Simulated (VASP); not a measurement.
# GaAs (F-43m) in VASP: a series of runs

GaAs is run at these levels: PBEsol; tasks: vibrations by perturbation theory.

Program: VASP 6.6.1. These are calculated values, not measurements. Logs are shortened: lines on timing, memory, paths and dates and some standing lists are left out, and cuts for length are marked.

**1. The cell of the first run**

Symmetry: F-43m, No. 216, cubic system. Conventional cell: a = 5.379 Å, b = 5.379 Å, c = 5.379 Å, α = 90.00°, β = 90.00°, γ = 90.00°. Within 3.1 Å of Ga (site symmetry -43m) lie 4 As at 2.33 Å. As (site symmetry -43m) has 4 Ga at 2.33 Å within 3.1 Å.

**2. Vibrations by perturbation theory, PBEsol**

The input, INCAR:

```
SYSTEM = GaAs
PREC = Accurate
ENCUT = 520
EDIFF = 1E-8
ISMEAR = 0
SIGMA = 0.01
LREAL = .False.
LASPH = .True.
NELM = 80
ALGO = Normal
ISIF = 2
LWAVE = .False.
LCHARG = .True.
GGA = PS
IBRION = 8
NSW = 1
```

The input, KPOINTS:

```
Automatic mesh
0
Gamma
  8 8 8
  0 0 0
```

The input, POSCAR:

```
GaAs
1.0
    2.6893400334      2.6893400334      0.0000000000
   -2.6893400334      2.6893400334      0.0000000000
    0.0000000000      2.6893400334      2.6893400334
Ga As
1 1
Direct
    0.0000000000      0.0000000000      0.0000000000
    0.7500000000      0.2500000000      0.5000000000
```

Potentials or basis: VASP PAW PBE potentials, release 64 (Ga_d, As).

On the command line:

```
> cat potpaw_PBE.64/Ga_d/POTCAR potpaw_PBE.64/As/POTCAR > POTCAR
> mpirun -np 1 vasp_std > vasp.out
```

OUTCAR:

```text
SYSTEM = GaAs
   PREC = Accurate
   ENCUT = 520
   EDIFF = 1E-8
   ISMEAR = 0
   LREAL = .False.
   LASPH = .True.
   NELM = 80
   ISIF = 2
   GGA = PS
   IBRION = 8
   NSW = 1

 ion  position               nearest neighbor table
   1  0.000  0.000  0.000-   2 2.33   2 2.33   2 2.33   2 2.33
   2  0.750  0.250  0.500-   1 2.33   1 2.33   1 2.33   1 2.33

  LATTYP: Found a face centered cubic cell.
 ALAT       =     5.3786800668

  Lattice vectors:

 A1 = (   0.0000000000,   2.6893400334,   2.6893400334)
 A2 = (   2.6893400334,   0.0000000000,   2.6893400334)
 A3 = (   2.6893400334,   2.6893400334,   0.0000000000)

Analysis of symmetry for initial positions (statically):
=====================================================================
 Subroutine PRICEL returns:
 Original cell was already a primitive cell.

 Routine SETGRP: Setting up the symmetry group for a
 face centered cubic supercell.

 Subroutine GETGRP returns: Found 24 space group operations
 (whereof 24 operations were pure point group operations)
 out of a pool of 48 trial point group operations.

The static configuration has the point symmetry T_d .

Analysis of symmetry for dynamics (positions and initial velocities):
=====================================================================
 Subroutine PRICEL returns:
 Original cell was already a primitive cell.

 Routine SETGRP: Setting up the symmetry group for a
 face centered cubic supercell.

 Subroutine GETGRP returns: Found 24 space group operations
 (whereof 24 operations were pure point group operations)
 out of a pool of 48 trial point group operations.

The dynamic configuration has the point symmetry T_d .

 Subroutine INISYM returns: Found 24 space group operations
 (whereof 24 operations are pure point group operations),
 and found     1 'primitive' translations

----------------------------------------------------------------------------------------

                                     Primitive cell

  volume of cell :      38.9016

  direct lattice vectors                    reciprocal lattice vectors
     2.689340033  2.689340033  0.000000000     0.185919220  0.185919220 -0.185919220
    -2.689340033  2.689340033  0.000000000    -0.185919220  0.185919220 -0.185919220
     0.000000000  2.689340033  2.689340033     0.000000000  0.000000000  0.371838439

  length of vectors
     3.803301149  3.803301149  3.803301149     0.322021534  0.322021534  0.371838439

  position of ions in fractional coordinates (direct lattice)
     0.000000000  0.000000000  0.000000000
     0.750000000  0.250000000  0.500000000

  ion indices of the primitive-cell ions
   primitive index   ion index
                 1           1
                 2           2

----------------------------------------------------------------------------------------

 KPOINTS: Automatic mesh

Automatic generation of k-mesh.
 Grid dimensions read from file:
 generate k-points for:    8    8    8

 Generating k-lattice:

  Cartesian coordinates                     Fractional coordinates (reciprocal lattice)
     0.023239902  0.023239902 -0.023239902     0.125000000  0.000000000  0.000000000
    -0.023239902  0.023239902 -0.023239902     0.000000000  0.125000000  0.000000000
     0.000000000  0.000000000  0.046479805     0.000000000  0.000000000  0.125000000

  Length of vectors
     0.040252692  0.040252692  0.046479805

  Shift w.r.t. Gamma in fractional coordinates (k-lattice)
     0.000000000  0.000000000  0.000000000

[... 77 lines left out ...]
   AEXX    =    0.0000 exact exchange contribution
   IVDW    =     0    specifies the selected vdW correction
   LEPSILON=     F    determine dielectric tensor
   LRPA    =     F    only Hartree local field effects (RPA)
 non-spin polarized calculation
 Gauss-broadening in eV      SIGMA  =   0.01
  energy-cutoff  :      520.00
  volume of cell :       38.90
 maximum number of plane-waves:      1067
   NGX = 15   NGY = 15   NGZ = 15

--------------------------------------- Ionic step        1  -------------------------------------------

 number of electron      17.9999993 magnetization

 Free energy of the ion-electron system (eV)
  ---------------------------------------------------
  ext. energy  EPLUGINS =         0.00000000
  ---------------------------------------------------
  free energy    TOTEN  =        -8.81866563 eV

  energy without entropy =       -8.81866563  energy(sigma->0) =       -8.81866563

 E-fermi :   5.4327     XC(G=0): -10.4587

 val. band max:        5.3347565544   @ k =   0.0000   0.0000   0.0000
 cond. band min:       6.3588010490   @ k =   0.5000   0.5000   0.0000
 fundamental gap:      1.0240444946
 Fermi energy:         5.4326723860

 k-point     1 :       0.0000    0.0000    0.0000
  band No.  band energies     occupation
      1      -9.7997      2.00000
      2      -9.7997      2.00000
      3      -9.7997      2.00000
      4      -9.6747      2.00000
      5      -9.6747      2.00000
      6      -8.6116      2.00000
      7       5.3348      2.00000
      8       5.3348      2.00000
      9       5.3348      2.00000
     10       6.9631      0.00000
     11       9.0323      0.00000
     12       9.0323      0.00000
     13       9.0323      0.00000
[... 354 lines left out ...]
  band No.  band energies     occupation
      1      -9.9565      2.00000
      2      -9.7595      2.00000
      3      -9.7468      2.00000
      4      -9.6833      2.00000
      5      -9.6696      2.00000
      6      -5.8811      2.00000
      7      -1.9804      2.00000
      8       1.4701      2.00000
      9       2.9246      2.00000
     10       8.7537      0.00000
     11       9.3373      0.00000
     12      12.1588      0.00000
     13      13.5826      0.00000

 [... further k-points ...]
[... 5 lines left out ...]
  --------------------------------------------------------------------------------------
  -------------------------------------------------------------------------------------
  Total        3.7117250      3.7117250      3.7117250      0.0000000      0.0000000      0.0000000
  in kB      152.8689328    152.8689328    152.8689328      0.0000000      0.0000000      0.0000000
  external PRESSURE =     152.8689328 kB  Pullay stress =       0.0000000 kB

 VOLUME and BASIS-vectors are now :
 -----------------------------------------------------------------------------
  energy-cutoff  :      520.00
  volume of cell :       38.90
      direct lattice vectors                 reciprocal lattice vectors
     2.689340033  2.689340033  0.000000000     0.185919220  0.185919220 -0.185919220
    -2.689340033  2.689340033  0.000000000    -0.185919220  0.185919220 -0.185919220
     0.000000000  2.689340033  2.689340033     0.000000000  0.000000000  0.371838439

 POSITION                                       TOTAL-FORCE (eV/Angst)
 -----------------------------------------------------------------------------------
      0.00000      0.00000      0.00000         0.000000      0.000000     -0.000000
      1.34467      4.03401      1.34467        -0.000000     -0.000000      0.000000
 -----------------------------------------------------------------------------------
    total drift:                               -0.000000      0.000000     -0.000000

  FREE ENERGIE OF THE ION-ELECTRON SYSTEM (eV)
  ---------------------------------------------------
  free  energy   TOTEN  =        -8.8186656288 eV

  energy  without entropy=       -8.8186656288  energy(sigma->0) =       -8.81866563

[... ionic steps 2 to 3 ...]

--------------------------------------- Ionic step        4  -------------------------------------------

------------------------ aborting loop because EDIFF is reached ----------------------------------------

[... ionic steps 5 to 6 ...]

--------------------------------------- Ionic step        7  -------------------------------------------

 Free energy of the ion-electron system (eV)
  ---------------------------------------------------
  ---------------------------------------------------
  free energy    TOTEN  =        -0.04374143 eV

  energy without entropy =       -0.04374143

------------------------ aborting loop because EDIFF is reached ----------------------------------------

 INTERNAL STRAIN TENSOR  FOR ION    2  DIRECTION 1   (eV/Angst):
 -----------------------------------------------------------------------------
     0.02117  0.00000  0.00000
     0.00000 -0.01123 13.74715
     0.00000 13.74715 -0.01123

 INTERNAL STRAIN TENSOR FOR ION    2 for displacements in x,y,z  (eV/Angst):
          X           Y           Z          XY          YZ          ZX
  --------------------------------------------------------------------------------
  x     0.00000    -0.00000    -0.00000     0.00000    13.74715     0.00000
  y     0.00000     0.00000     0.00000     0.00000     0.00000    13.74715
  z    -0.00000    -0.00000     0.00000    13.74715     0.00000     0.00000

 SECOND DERIVATIVES (NOT SYMMETRIZED)
 ------------------------------------
               1X          1Y          1Z          2X          2Y          2Z
  1X   -13.240185    0.000000    0.000000   13.240185    0.000000    0.000000
  1Y     0.000000  -13.240185    0.000000    0.000000   13.240185    0.000000
  1Z     0.000000    0.000000  -13.240185    0.000000    0.000000   13.240185
  2X    13.252334    0.000000    0.000000  -13.252334    0.000000    0.000000
  2Y     0.000000   13.252334    0.000000    0.000000  -13.252334    0.000000
  2Z     0.000000    0.000000   13.252334    0.000000    0.000000  -13.252334

 Eigenvectors and eigenvalues of the dynamical matrix
 ----------------------------------------------------

   1 f  =    9.467881 THz    59.488450 2PiTHz  315.814511 cm-1    39.155991 meV
             X         Y         Z           dx          dy          dz
      0.000000  0.000000  0.000000     0.719543   -0.000000    0.000000
      1.344670  4.034010  1.344670    -0.694448    0.000000    0.000000
[... 21 lines left out ...]
   6 f/i=    0.002169 THz     0.013631 2PiTHz    0.072366 cm-1     0.008972 meV
             X         Y         Z           dx          dy          dz
      0.000000  0.000000  0.000000    -0.191746    0.364518    0.559122
      1.344670  4.034010  1.344670    -0.198675    0.377691    0.579327

--------------------------------------------------------------------------------------------------------

 ELASTIC MODULI CONTR FROM IONIC RELAXATION (kBar)
 Direction    XX          YY          ZZ          XY          YZ          ZX
 --------------------------------------------------------------------------------
 XX          -0.0000      0.0000      0.0000      0.0000      0.0000     -0.0000
 YY           0.0000     -0.0000     -0.0000      0.0000     -0.0000      0.0000
 ZZ           0.0000     -0.0000     -0.0000      0.0000     -0.0000     -0.0000
 XY           0.0000      0.0000      0.0000   -584.1543     -0.0000      0.0000
 YZ           0.0000     -0.0000     -0.0000     -0.0000   -584.1543      0.0000
 ZX          -0.0000      0.0000     -0.0000      0.0000      0.0000   -584.1543
 --------------------------------------------------------------------------------
```

It took 2.2 min on 1 thread of Intel Xeon Platinum 8375C at 2.90GHz (Ice Lake), shared host; peak memory 0.26 GiB.

What came out:

| Quantity | Value |
| --- | --- |
| Highest phonon frequency at Γ, LO-TO splitting left out | 316 cm⁻¹ |

Phonon frequencies in cm⁻¹ (negative: imaginary):
```
              q point        frequencies
(0.000, 0.000, 0.000)  0 0 0 316 316 316
```

Caveat: the cell wasn't relaxed at this level first, which shifts response properties; the PAW data sets were made with another functional, which shifts forces and pressure a little.

**3. Vibrations by perturbation theory, PBEsol**

This run uses another cell than the first one, of 20.26 Å³/atom, 1.042 times its volume.

The input, INCAR:

```
SYSTEM = GaAs
  PREC = Accurate
  ENCUT = 520
  EDIFF = 1E-8
  ISMEAR = 0
  SIGMA = 0.01
  LREAL = .FALSE.
  LASPH = .TRUE.
  NELM = 100
  ALGO = Normal
  ISIF = 2
  LWAVE = .FALSE.
  LCHARG = .FALSE.
  GGA = PS
  NBANDS = 16
  IBRION = 8
  NSW = 1
```

The input, KPOINTS:

```
regular mesh
0
G
  8 8 8
  0 0 0
```

The input, POSCAR:

```
GaAs
1.0
    2.7262403667      2.7262403667      0.0000000000
   -2.7262403667      2.7262403667      0.0000000000
    0.0000000000      2.7262403667      2.7262403667
Ga As
1 1
Direct
    0.0000000000      0.0000000000      0.0000000000
    0.7500000000      0.2500000000      0.5000000000
```

Potentials or basis: VASP PAW PBE potentials, release 64 (Ga_d, As).

On the command line:

```
> cat potpaw_PBE.64/Ga_d/POTCAR potpaw_PBE.64/As/POTCAR > POTCAR
> mpirun -np 1 vasp_std > vasp.out
```

OUTCAR:

```text
SYSTEM = GaAs
   PREC = Accurate
   ENCUT = 520
   EDIFF = 1E-8
   ISMEAR = 0
   LREAL = .FALSE.
   LASPH = .TRUE.
   NELM = 100
   ISIF = 2
   GGA = PS
   IBRION = 8
   NSW = 1

 ion  position               nearest neighbor table
   1  0.000  0.000  0.000-   2 2.36   2 2.36   2 2.36   2 2.36
   2  0.750  0.250  0.500-   1 2.36   1 2.36   1 2.36   1 2.36

  LATTYP: Found a face centered cubic cell.
 ALAT       =     5.4524807334
[... 714 lines left out ...]
 ------------------------------------
               1X          1Y          1Z          2X          2Y          2Z
  1X   -12.024080   -0.000000    0.000000   12.024080    0.000000   -0.000000
  1Y     0.000000  -12.024080   -0.000000   -0.000000   12.024080    0.000000
  1Z     0.000000   -0.000000  -12.024080   -0.000000    0.000000   12.024080
  2X    12.039793   -0.000000    0.000000  -12.039793    0.000000   -0.000000
  2Y     0.000000   12.039793   -0.000000   -0.000000  -12.039793    0.000000
  2Z     0.000000   -0.000000   12.039793   -0.000000    0.000000  -12.039793

 Eigenvectors and eigenvalues of the dynamical matrix
 ----------------------------------------------------

   1 f  =    9.023446 THz    56.695982 2PiTHz  300.989755 cm-1    37.317957 meV
             X         Y         Z           dx          dy          dz
      0.000000  0.000000  0.000000     0.719476   -0.000000   -0.000000
      1.363120  4.089361  1.363120    -0.694517   -0.000000    0.000000
[... 21 lines left out ...]
   6 f/i=    0.002944 THz     0.018499 2PiTHz    0.098210 cm-1     0.012176 meV
             X         Y         Z           dx          dy          dz
      0.000000  0.000000  0.000000     0.000000    0.000000   -0.694517
      1.363120  4.089361  1.363120     0.000000    0.000000   -0.719476

--------------------------------------------------------------------------------------------------------

 ELASTIC MODULI CONTR FROM IONIC RELAXATION (kBar)
 Direction    XX          YY          ZZ          XY          YZ          ZX
 --------------------------------------------------------------------------------
 XX          -0.0000      0.0000      0.0000     -0.0000      0.0000      0.0000
 YY           0.0000     -0.0000     -0.0000      0.0000      0.0000     -0.0000
 ZZ           0.0000     -0.0000     -0.0000      0.0000      0.0000     -0.0000
 XY          -0.0000      0.0000      0.0000   -445.4160      0.0000      0.0000
 YZ           0.0000      0.0000      0.0000      0.0000   -445.4160      0.0000
 ZX           0.0000     -0.0000     -0.0000      0.0000      0.0000   -445.4160
 --------------------------------------------------------------------------------
```

OSZICAR:

```text
N       E                     dE             d eps       ncg     rms          rms(c)
DAV:   1     0.866981330720E+02    0.86698E+02   -0.90534E+03   952   0.161E+03
DAV:   2    -0.256065709083E+01   -0.89259E+02   -0.84704E+02  1048   0.323E+02
[... 41 lines left out ...]
RMM:   4    -0.437503394689E-01   -0.27649E-03   -0.16926E-04  6164   0.563E-02    0.473E-03
RMM:   5    -0.437471016989E-01    0.32378E-05   -0.24221E-05  6256   0.154E-02    0.248E-03
RMM:   6    -0.437324594249E-01    0.14642E-04   -0.13602E-06  6191   0.475E-03    0.795E-04
RMM:   7    -0.437316584815E-01    0.80094E-06    0.10736E-07  6231   0.164E-03    0.236E-04
RMM:   8    -0.437305461290E-01    0.11124E-05    0.72086E-08  6169   0.600E-04    0.403E-05
RMM:   9    -0.437305517368E-01   -0.56078E-08   -0.30520E-08  6327   0.204E-04    0.993E-06
 Linear response finished
```

stdout:

```text
POSCAR found type information on POSCAR GaAs
 POSCAR found :  2 types and       2 ions
 scaLAPACK will be used
 -----------------------------------------------------------------------------
|                                                                             |
|                                                                             |
|     You enforced a specific xc type in the INCAR file but a different       |
|     I HOPE YOU KNOW WHAT YOU ARE DOING!                                     |
|                                                                             |
 -----------------------------------------------------------------------------

 LDA part: xc-table for (Slater+PW92), standard interpolation
 POSCAR, INCAR and KPOINTS ok, starting setup
 FFT: planning ... GRIDC
 FFT: planning ... GRID_SOFT
 FFT: planning ... GRID
 WAVECAR not read
 entering main loop
 Linear response reoptimize wavefunctions to high precision
 Linear response DOF=           2
 Linear response progress:
 first order change of Fermi-energy  -0.32055E-04
 force on displaced ion       1 direction 1 : -12.024   0.000  -0.000
 Linear response progress:
 first order change of Fermi-energy  -0.54938E-04
 force on displaced ion       2 direction 1 : -12.040  -0.000   0.000
 Linear response finished
```

Wall time 3.5 min (1 thread of Intel Xeon Platinum 8375C at 2.90GHz (Ice Lake), shared host); peak memory 0.3 GiB.

What came out:

* Highest phonon frequency at Γ, LO-TO splitting left out: 301 cm⁻¹

Phonon frequencies in cm⁻¹ (negative: imaginary):
| q point | frequencies |
| --- | --- |
| (0.000, 0.000, 0.000) | 0 0 0 301 301 301 |

Caveat: the cell wasn't relaxed at this level first, which shifts response properties; the PAW data sets were made with another functional, which shifts forces and pressure a little.

(Part 1 of 2 ends here.)
